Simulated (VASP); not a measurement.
# I (C2/m) in VASP: a series of runs

The runs below take I through single point, with PBEsol.

Program: VASP 6.6.1. These are calculated values, not measurements. Logs are shortened: lines on timing, memory, paths and dates and some standing lists are left out, and cuts for length are marked.

## (1) The cell of the first run

It takes space group C2/m (No. 12, monoclinic). Conventional cell: a = 5.002 Å, b = 7.112 Å, c = 2.874 Å, α = 90.00°, β = 124.62°, γ = 90.00°. I (site symmetry 2/m) has 2 I at 2.87 Å within 3.8 Å.

## (2) Single point, PBEsol (strained)

The input, INCAR:

```
SYSTEM = I
PREC     = Accurate       ! precision mode
ENCUT    = 520            ! plane-wave cutoff, eV
EDIFF    = 1E-6           ! SCF threshold, eV
ISMEAR   = 0              ! smearing method
SIGMA    = 0.1            ! smearing width, eV
LREAL    = .FALSE.        ! projectors in reciprocal space
LASPH    = .TRUE.         ! aspherical terms in the spheres
NELM     = 80             ! most SCF steps
ALGO     = Fast           ! electronic algorithm
ISIF     = 2              ! what is computed and relaxed
LWAVE    = .FALSE.        ! write WAVECAR
LCHARG   = .TRUE.         ! write CHGCAR
GGA      = PS             ! functional
LELF     = .TRUE.         ! ELF
LVHAR    = .TRUE.       
NBANDS   = 10             ! bands
```

The input, KPOINTS:

```
regular mesh
0
G
  12 12 18
  0 0 0
```

The input, POSCAR:

```
I
1.0
    2.5009821176     -3.5560988978     -0.0190122159
    2.5009821176      3.5560988978     -0.0190122159
   -1.6148499819      0.0000000000      2.3777848246
I
1
Direct
    0.5000000000      0.5000000000      0.5000000000
```

Potentials or basis: VASP PAW PBE potentials, release 64 (I).

Run with:

```bash
$ cat potpaw_PBE.64/I/POTCAR > POTCAR
$ mpirun -np 1 vasp_std > vasp.out
```

OUTCAR:

```text
SYSTEM = I
   PREC = Accurate
   ENCUT = 520
   EDIFF = 1E-6
   ISMEAR = 0
   LREAL = .FALSE.
   LASPH = .TRUE.
   NELM = 80
   ISIF = 2
   GGA = PS

 ion  position               nearest neighbor table
   1  0.500  0.500  0.500-

  LATTYP: Found a base centered monoclinic cell.
 ALAT       =     5.0021087621
 B/A-ratio  =     1.4218398947
 C/A-ratio  =     0.5746176761
 COS(beta)  =    -0.5680960303

  Lattice vectors:

 A1 = (   2.5009821176,  -3.5560988978,  -0.0190122159)
 A2 = (   2.5009821176,   3.5560988978,  -0.0190122159)
 A3 = (  -1.6148499819,   0.0000000000,   2.3777848246)

Analysis of symmetry for initial positions (statically):
=====================================================================
 Subroutine PRICEL returns:
 Original cell was already a primitive cell.

 Routine SETGRP: Setting up the symmetry group for a
 base centered monoclinic supercell.

 Subroutine GETGRP returns: Found  4 space group operations
 (whereof  4 operations were pure point group operations)
 out of a pool of  4 trial point group operations.

The static configuration has the point symmetry C_2h.

Analysis of symmetry for dynamics (positions and initial velocities):
=====================================================================
 Subroutine PRICEL returns:
 Original cell was already a primitive cell.

 Routine SETGRP: Setting up the symmetry group for a
 base centered monoclinic supercell.

 Subroutine GETGRP returns: Found  4 space group operations
 (whereof  4 operations were pure point group operations)
 out of a pool of  4 trial point group operations.

The dynamic configuration has the point symmetry C_2h.

 Subroutine INISYM returns: Found  4 space group operations
 (whereof  4 operations are pure point group operations),
 and found     1 'primitive' translations

----------------------------------------------------------------------------------------

                                     Primitive cell

  volume of cell :      42.0764

  direct lattice vectors                    reciprocal lattice vectors
     2.500982118 -3.556098898 -0.019012216     0.200958964 -0.140603514  0.136479372
     2.500982118  3.556098898 -0.019012216     0.200958964  0.140603514  0.136479372
    -1.614849982  0.000000000  2.377784825     0.003213643  0.000000000  0.422742016

  length of vectors
     4.347540959  4.347540959  2.874300112     0.280678592  0.280678592  0.422754231

  position of ions in fractional coordinates (direct lattice)
     0.500000000  0.500000000  0.500000000

  ion indices of the primitive-cell ions
   primitive index   ion index
                 1           1

----------------------------------------------------------------------------------------

 KPOINTS: regular mesh

Automatic generation of k-mesh.
 Grid dimensions read from file:
 generate k-points for:   12   12   18

 Generating k-lattice:

  Cartesian coordinates                     Fractional coordinates (reciprocal lattice)
     0.016746580 -0.011716959  0.011373281     0.083333333 -0.000000000  0.000000000
     0.016746580  0.011716959  0.011373281    -0.000000000  0.083333333  0.000000000
     0.000178536  0.000000000  0.023485668    -0.000000000 -0.000000000  0.055555556

  Length of vectors
     0.023389883  0.023389883  0.023486346

  Shift w.r.t. Gamma in fractional coordinates (k-lattice)
     0.000000000  0.000000000  0.000000000

 Subroutine IBZKPT returns following result:
 ===========================================

 Found    710 irreducible k-points:

 Following reciprocal coordinates:
            Coordinates               Weight
  0.000000  0.000000  0.000000      1.000000
  0.083333 -0.000000  0.000000      4.000000
  0.166667 -0.000000  0.000000      4.000000
  0.250000 -0.000000  0.000000      4.000000
  0.333333 -0.000000  0.000000      4.000000
  0.416667 -0.000000  0.000000      4.000000
[... 16 lines left out ...]
  0.500000  0.166667  0.000000      4.000000
 -0.416667  0.166667 -0.000000      4.000000
 [... further k-points ...]
   k-points           NKPTS =    710   k-points in BZ     NKDIM =    710   number of bands    NBANDS=     10
   number of dos      NEDOS =    301   number of ions     NIONS =      1
   total plane-waves  NPLWV =  24576
   dimension x,y,z NGX =    32 NGY =   32 NGZ =   24
   dimension x,y,z NGXF=    64 NGYF=   64 NGZF=   48
   ions per type =               1
   NGX,Y,Z   is equivalent  to a cutoff of  12.24, 12.24, 13.88 a.u.
   NGXF,Y,Z  is equivalent  to a cutoff of  24.47, 24.47, 27.76 a.u.
 SYSTEM =  I
   PREC   = accura    normal or accurate (medium, high low for compatibility)
   ISTART =      0    job   : 0-new  1-cont  2-samecut
   ICHARG =      2    charge: 1-file 2-atom 10-const
   ISPIN  =      1    spin polarized calculation?
   LNONCOLLINEAR =      F non collinear calculations
   LSORBIT =      F    spin-orbit coupling
   LASPH  =      T    aspherical Exc in radial PAW
   ENCUT  =  520.0 eV  38.22 Ry    6.18 a.u.   8.08  8.08  5.34*2*pi/ulx,y,z
   NELM   =     80;   NELMIN=  2; NELMDL= -5     # of ELM steps
   EDIFF  = 0.1E-05   stopping-criterion for ELM
   LREAL  =      F    real-space projection
   EDIFFG = 0.1E-04   stopping-criterion for IOM
   NSW    =      0    number of steps for IOM
   IBRION =     -1    ionic relax: 0-MD 1-quasi-New 2-CG
   NFREE  =      0    steps in history (QN), initial steepest desc. (CG)
   ISIF   =      2    stress and relaxation
   ISYM   =      2    0-nonsym 1-usesym 2-fastsym
   POTIM  = 0.5000    time-step for ionic-motion
   TEBEG  =    0.0;   TEEND  =   0.0 temperature during run
   PSTRESS=    0.0 pullay stress
   NELECT =       7.0000    total number of electrons
   NUPDOWN=      -1.0000    fix difference up-down
   EMIN   =  10.00;   EMAX   =-10.00  energy-range for DOS
   EFERMI =   0.00;   METHOD = LEGACY
   ISMEAR =     0;   SIGMA  =   0.10  broadening in eV -4-tet -1-fermi 0-gaus
   EFERMI_NEDOS =   21; number of points for ismear=-14 and -15
   IALGO  =     68    algorithm
   IMIX   =      4    mixing-type and parameters
     AMIX     =   0.40;   BMIX     =  1.00
     AMIX_MAG =   1.60;   BMIX_MAG =  1.00
  volume/ion in A,a.u.               =      42.08       283.95
  Fermi-wavevector in a.u.,A,eV,Ry     =   0.900384  1.701479 11.030129  0.810692
  Thomas-Fermi vector in A             =   2.023335
   LORBIT       =      0    0 simple, 1 ext, 2 COOP (PROOUT), +10 PAW based schemes
   GGA     = PS    functional components
   LHFCALC =     F    Hartree Fock is set to
   AEXX    =    0.0000 exact exchange contribution
   IVDW    =     0    specifies the selected vdW correction
   LEPSILON=     F    determine dielectric tensor
   LRPA    =     F    only Hartree local field effects (RPA)
 non-spin polarized calculation
 RMM-DIIS sequential band-by-band and
 Gauss-broadening in eV      SIGMA  =   0.10
  energy-cutoff  :      520.00
  volume of cell :       42.08
 maximum number of plane-waves:      1153
   NGX = 17   NGY = 17   NGZ = 11

 number of electron       6.9999999 magnetization

 Free energy of the ion-electron system (eV)
  ---------------------------------------------------
  ext. energy  EPLUGINS =         0.00000000
  ---------------------------------------------------
  free energy    TOTEN  =        -1.65873405 eV

  energy without entropy =       -1.65365073  energy(sigma->0) =       -1.65619239

 E-fermi :   2.4495     XC(G=0):  -8.2478

 val. band max:        2.4429591940   @ k =  -0.2500  -0.3333   0.3889
 cond. band min:       2.4509902697   @ k =  -0.0833  -0.0833   0.4444
 fundamental gap:      0.0080310757
 Fermi energy:         2.4495108458

 k-point     1 :       0.0000    0.0000    0.0000
  band No.  band energies     occupation
      1     -11.0765      2.00000
      2       1.1832      2.00000
      3       1.2509      2.00000
      4       6.6888      0.00000
      5       6.8926      0.00000
      6      10.6291      0.00000
      7      10.6653      0.00000
      8      13.2412      0.00000
      9      13.4404      0.00000
     10      18.1899      0.00000

 k-point     2 :       0.0833   -0.0000    0.0000
  band No.  band energies     occupation
      1     -11.0539      2.00000
      2       0.9607      2.00000
      3       1.1946      2.00000
      4       6.6887      0.00000
      5       7.2042      0.00000
      6      10.2893      0.00000
      7      10.8279      0.00000
      8      13.4357      0.00000
      9      13.8828      0.00000
     10      18.2942      0.00000

 k-point     3 :       0.1667   -0.0000    0.0000
  band No.  band energies     occupation
      1     -10.9910      2.00000
      2       0.4079      2.00000
      3       1.0778      2.00000
      4       6.6884      0.00000
      5       7.8711      0.00000
      6       9.8333      0.00000
      7      11.3779      0.00000
      8      13.4301      0.00000
      9      15.2735      0.00000
     10      18.4888      0.00000

 k-point     4 :       0.2500   -0.0000    0.0000
  band No.  band energies     occupation
      1     -10.9018      2.00000
      2      -0.2224      2.00000
      3       0.9301      2.00000
      4       6.6882      0.00000
      5       8.1107      0.00000
      6      10.2136      0.00000
      7      12.2450      0.00000
      8      13.4291      0.00000
      9      17.0112      0.00000
     10      18.7040      0.00000
[... 222 lines left out ...]
 k-point    22 :       0.4167    0.1667    0.0000
  band No.  band energies     occupation
      1     -10.6899      2.00000
      2      -1.0924      2.00000
      3       0.1640      2.00000
      4       6.6526      0.00000
      5       8.6300      0.00000
      6      12.2986      0.00000
      7      12.9411      0.00000
      8      15.3069      0.00000
      9      17.3819      0.00000
     10      18.6379      0.00000

 k-point    23 :       0.5000    0.1667    0.0000
  band No.  band energies     occupation
      1     -10.7140      2.00000
      2      -0.9861      2.00000
      3       0.2148      2.00000
      4       6.6174      0.00000
      5       8.7061      0.00000
      6      11.4790      0.00000
      7      12.9946      0.00000
      8      15.7341      0.00000
      9      16.8837      0.00000
     10      18.7889      0.00000

 k-point    24 :      -0.4167    0.1667   -0.0000
  band No.  band energies     occupation
      1     -10.7765      2.00000
      2      -0.7185      2.00000
      3       0.3854      2.00000
      4       6.5919      0.00000
      5       8.9223      0.00000
      6      10.2353      0.00000
      7      12.9968      0.00000
      8      14.7137      0.00000
      9      18.0486      0.00000
     10      19.0706      0.00000

 [... further k-points ...]
[... 5 lines left out ...]
  --------------------------------------------------------------------------------------
  -------------------------------------------------------------------------------------
  Total       -0.0401602      0.0067794      0.3394388      0.0000000      0.0000000     -0.4822315
  in kB       -1.5292098      0.2581448     12.9250758      0.0000000      0.0000000    -18.3623053
  external PRESSURE =       3.8846703 kB  Pullay stress =       0.0000000 kB

 VOLUME and BASIS-vectors are now :
 -----------------------------------------------------------------------------
  energy-cutoff  :      520.00
  volume of cell :       42.08
      direct lattice vectors                 reciprocal lattice vectors
     2.500982118 -3.556098898 -0.019012216     0.200958964 -0.140603514  0.136479372
     2.500982118  3.556098898 -0.019012216     0.200958964  0.140603514  0.136479372
    -1.614849982  0.000000000  2.377784825     0.003213643  0.000000000  0.422742016

 POSITION                                       TOTAL-FORCE (eV/Angst)
 -----------------------------------------------------------------------------------
      1.69356      0.00000      1.16988         0.000000     -0.000000      0.000000
 -----------------------------------------------------------------------------------
    total drift:                               -0.000000     -0.000000     -0.000000

  FREE ENERGIE OF THE ION-ELECTRON SYSTEM (eV)
  ---------------------------------------------------
  free  energy   TOTEN  =        -1.6587340527 eV

  energy  without entropy=       -1.6536507339  energy(sigma->0) =       -1.65619239
```

Run time: 3.5 min. Hardware: 1 thread of Oxide Virtual Turin-like, shared host; peak memory 0.35 GiB.

Results:

```
Free energy            : -1.6587 eV
Pressure               : 0.4 GPa
Band gap on the k mesh : zero (an odd number of electrons rules out a gap without spin polarisation)
```

Levels at points of the mesh, in eV from the Fermi level:
```
           k point  band 1  band 2  band 3  band 4  band 5  band 6  band 7  band 8  band 9
(0.00, 0.00, 0.00)  -13.53   -1.27   -1.20    4.24    4.44    8.18    8.22   10.79   10.99
(0.50, 0.00, 0.00)  -13.16   -3.70   -1.79    4.24    5.10   10.67   11.19   13.38   14.34
(0.50, 0.50, 0.00)  -13.17   -3.63   -1.83    3.97    5.03    9.96   11.27   13.39   14.46
(0.00, 0.00, 0.50)  -10.42   -5.29   -0.92   -0.03    5.06    6.21   11.99   12.05   12.16
(0.50, 0.00, 0.50)  -10.61   -5.49   -0.21    0.57    5.84    8.22    9.50   10.12   12.24
(0.50, 0.50, 0.50)  -10.41   -5.28   -0.93   -0.07    5.05    6.14   12.03   12.12   12.25
```

Caveat: the cell differs from its parent crystal (strained); the PAW data sets were made with another functional, which shifts forces and pressure a little; spin-orbit coupling is left out, which moves the levels of the heavy elements; an odd number of electrons without spin polarisation forces a metal; a magnetic or distorted state may lie lower.

## (3) Single point, PBEsol (strained)

The input, INCAR:

```
PREC = Accurate ; ENCUT = 520
EDIFF = 1E-7 ; ISMEAR = 0
SIGMA = 0.1 ; LREAL = False
LASPH = True ; NELM = 100
ALGO = Fast ; ISIF = 2
LWAVE = False ; LCHARG = False
GGA = PS ; NBANDS = 10
```

The input, KPOINTS:

```
Automatic mesh
0
Gamma
  12 12 18
```

The input, POSCAR:

```
I
1.0
    2.5016167042     -3.7948055437     -0.0204336900
    2.5016167042      3.7948055437     -0.0204336900
   -1.6165886154      0.0000000000      2.3990270897
I
1
Direct
    0.5000000000      0.5000000000      0.5000000000
```

Potentials or basis: VASP PAW PBE potentials, release 64 (I).

Run with:

```bash
$ cat potpaw_PBE.64/I/POTCAR > POTCAR
$ mpirun -np 1 vasp_std > vasp.out
```

Wall time 3.7 min (1 thread of Oxide Virtual Turin-like, shared host); peak memory 0.38 GiB.

It converged, with:

```yaml
Free_energy: -1.6577 eV
Pressure: -0.2 GPa
Band_gap_on_the_k_mesh: zero (an odd number of electrons rules out a gap without spin polarisation)
```

Stress tensor (GPa, compression positive):
```
-0.62  0.00 -1.23
 0.00 -0.33  0.00
-1.23  0.00  0.31
```

Levels at points of the mesh, in eV from the Fermi level:
```csv
k point,band 2,band 3,band 4,band 5,band 6,band 7
"(0.00, 0.00, 0.00)",-1.43,-1.29,4.07,4.35,7.68,8.51
"(0.50, 0.00, 0.00)",-3.45,-1.90,4.12,5.11,10.57,10.59
"(0.50, 0.50, 0.00)",-3.32,-1.66,3.90,5.27,9.99,10.28
"(0.00, 0.00, 0.50)",-5.17,-0.89,0.03,5.17,6.46,11.35
"(0.50, 0.00, 0.50)",-5.36,-0.20,0.57,5.90,8.33,9.48
"(0.50, 0.50, 0.50)",-5.15,-0.90,-0.03,5.16,6.33,11.46
```

Caveat: the cell differs from its parent crystal (strained); the PAW data sets were made with another functional, which shifts forces and pressure a little; spin-orbit coupling is left out, which moves the levels of the heavy elements; an odd number of electrons without spin polarisation forces a metal; a magnetic or distorted state may lie lower.
